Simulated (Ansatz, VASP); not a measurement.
**MnI2 in VASP and in Ansatz**

INCAR

```
ALGO = Normal
EDIFF = 1E-6
ENCUT = 520
GGA = CA
ISIF = 2
ISMEAR = 0
ISPIN = 2
LASPH = T
LCHARG = F
LDAU = T
LDAUJ = 0 0
LDAUL = 2 -1
LDAUPRINT = 1
LDAUTYPE = 2
LDAUU = 4 0
LMAXMIX = 4
LORBIT = 11
LREAL = F
LWAVE = F
MAGMOM = 4.62 -4.62 0.05 -0.05 -0.05 0.05
NBANDS = 40
NELM = 150
PREC = Accurate
SIGMA = 0.05
```

File KPOINTS:

```
k-points
0
Gamma
  5 5 2
```

File POSCAR:

```
MnI2
1.0
    4.1600013200      0.0000000000      0.0000000000
   -2.0800006600      3.6026668200      0.0000000000
    0.0000000000      0.0000000000     13.6399982000
Mn I
2 4
Direct
    0.0000000000      0.0000000000      0.0000000000
    0.0000000000      0.0000000000      0.5000000000
    0.3333333333      0.6666666667      0.1250000000
    0.6666666667      0.3333333333      0.3750000000
    0.3333333333      0.6666666667      0.6250000000
    0.6666666667      0.3333333333      0.8750000000
```

Input for Ansatz:

```yaml
crystal:
  lattice:
    - [4.16000132, 0.0, 0.0]
    - [-2.08000066, 3.60266682, 0.0]
    - [0.0, 0.0, 13.6399982]
  atoms:
    - { symbol: Mn, position: [0.0, 0.0, 0.0], spin: 4.62 }
    - { symbol: I, position: [0.3333333333, 0.6666666667, 0.125] }
    - { symbol: I, position: [0.6666666667, 0.3333333333, 0.375] }
    - { symbol: Mn, position: [0.0, 0.0, 0.5], spin: -4.62 }
    - { symbol: I, position: [0.3333333333, 0.6666666667, 0.625] }
    - { symbol: I, position: [0.6666666667, 0.3333333333, 0.875] }
basis:
  ecutwfc: 420
  ecutrho_ratio: 4
kpoints:
  mp_grid: { grid: [5, 5, 2] }
hamiltonian:
  xc: lda
  hubbard:
    sites:
      - { site: 0, l: d, u_eff: 4.0, starting_ns: [{ spin: up, occupation_matrix: s0up }, { spin: down, occupation_matrix: s0down }] }
      - { site: 3, l: d, u_eff: 4.0, starting_ns: [{ spin: up, occupation_matrix: s3up }, { spin: down, occupation_matrix: s3down }] }
    occupation_matrices:
      s0up:
        matrix:
          - [0.97, 0.0, 0.0, 0.0, 0.0]
          - [0.0, 0.97, 0.0, 0.0, 0.0]
          - [0.0, 0.0, 0.97, 0.0, 0.0]
          - [0.0, 0.0, 0.0, 0.97, 0.0]
          - [0.0, 0.0, 0.0, 0.0, 0.97]
      s0down:
        matrix:
          - [0.02, 0.0, 0.0, 0.0, 0.0]
          - [0.0, 0.02, 0.0, 0.0, 0.0]
          - [0.0, 0.0, 0.02, 0.0, 0.0]
          - [0.0, 0.0, 0.0, 0.02, 0.0]
          - [0.0, 0.0, 0.0, 0.0, 0.02]
      s3up:
        matrix:
          - [0.02, 0.0, 0.0, 0.0, 0.0]
          - [0.0, 0.02, 0.0, 0.0, 0.0]
          - [0.0, 0.0, 0.02, 0.0, 0.0]
          - [0.0, 0.0, 0.0, 0.02, 0.0]
          - [0.0, 0.0, 0.0, 0.0, 0.02]
      s3down:
        matrix:
          - [0.97, 0.0, 0.0, 0.0, 0.0]
          - [0.0, 0.97, 0.0, 0.0, 0.0]
          - [0.0, 0.0, 0.97, 0.0, 0.0]
          - [0.0, 0.0, 0.0, 0.97, 0.0]
          - [0.0, 0.0, 0.0, 0.0, 0.97]
    ns_hold: { iters: 8 }
scf:
  occupations: { method: gaussian, width: 0.05 }
  lower_state_search: "off"
  max_iter: 150
output:
  forces: true
  stress: true
  eigenvalues: true
  populations: true
  hubbard: { sites: [{ site: 0, l: d }, { site: 3, l: d }] }
magnetization:
  spin_polarized: true
  spin_locking: { lock_spins: true, n_iters: 12 }
```

Alike in both runs: task single point; functional LDA; k mesh 5 × 5 × 2; occupations gaussian, width 0.05 eV; collinear spin; Hubbard terms Mn d U = 4.0 eV.

|  | VASP | Ansatz |
| --- | --- | --- |
| version | VASP 6.6.1 | Ansatz 0.2.0 |
| potentials or method | VASP PAW LDA potentials, release 64 (Mn_pv, I), cutoff 520 eV | scalar-relativistic, plane waves, PAW |
| valence electrons in the cell | 54 | 98 |

Ansatz gave:

```
gap on the k mesh at the Fermi level (eV)                     : 2.60
least direct gap on the mesh (eV)                             : 2.83
pressure (GPa)                                                : -2.5
rms of the force components (eV/Å)                            : 0.206
net moment per atom (μB)                                      : 0.00
size of the moment on the site where the two differ most (μB) : 4.62
```

Problem. Which values does VASP return?

Solution. gap on the k mesh at the Fermi level (eV): 2.37; least direct gap on the mesh (eV): 2.60; pressure (GPa): -2.7; rms of the force components (eV/Å): 0.213; net moment per atom (μB): 0.00; size of the moment on the site where the two differ most (μB): 4.55.

LDA's correlation is that of Perdew and Zunger in VASP and of Perdew and Wang (1992) in Ansatz. Site moments also hang on the region over which each program counts them. The programs project onto different local orbitals, so the same U acts differently, and such runs can settle in different states. VASP's potentials hold 54 valence electrons a cell and Ansatz's 98, so a difference there can come from the potentials and not from the codes. Ansatz's warnings: stability check not made, stress scf threshold loose.

Neither program's run includes spin-orbit coupling.
